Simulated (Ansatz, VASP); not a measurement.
# In in VASP and in Ansatz

INCAR

```
ALGO = Normal
EDIFF = 1E-6
ENCUT = 520
GGA = PE
ISIF = 2
ISMEAR = 0
LASPH = True
LCHARG = True
LELF = True
LREAL = False
LVHAR = True
LWAVE = False
NBANDS = 12
NELM = 80
PREC = Accurate
SIGMA = 0.15
```

File KPOINTS:

```
k-points
0
Gamma
  20 20 20
```

POSCAR

```
In
1.0
   -1.8825252400      1.8825252400      1.8825252400
    1.8825252400     -1.8825252400      1.8825252400
    1.8825252400      1.8825252400     -1.8825252400
In
1
Direct
    0.0000000000      0.0000000000      0.0000000000
```

Input for Ansatz:

```yaml
crystal:
  lattice:
    - [-1.88252524, 1.88252524, 1.88252524]
    - [1.88252524, -1.88252524, 1.88252524]
    - [1.88252524, 1.88252524, -1.88252524]
  atoms:
    - { symbol: In, position: [0.0, 0.0, 0.0] }
basis:
  ecutwfc: 420
kpoints:
  mp_grid: { grid: [20, 20, 20] }
hamiltonian:
  xc: pbe
scf:
  occupations: { method: gaussian, width: 0.15 }
output:
  forces: true
  stress: true
  eigenvalues: true
```

Alike in both runs: task single point; functional PBE; k mesh 20 × 20 × 20; occupations gaussian, width 0.15 eV; no spin polarisation.

```csv
,VASP,Ansatz
version,VASP 6.6.1,Ansatz 0.2.0
potentials or method,"VASP PAW PBE potentials, release 64 (In_d), cutoff 520 eV","scalar-relativistic, plane waves, PAW"
valence electrons in the cell,13,13
```

|  | VASP | Ansatz | Ansatz less VASP |
| --- | --- | --- | --- |
| gap on the k mesh at the Fermi level (eV) | none | none | - |
| pressure (GPa) | 1.5 | 1.5 | +0.03 |

A gap of «none» marks a metal or a gap that the smearing closes.
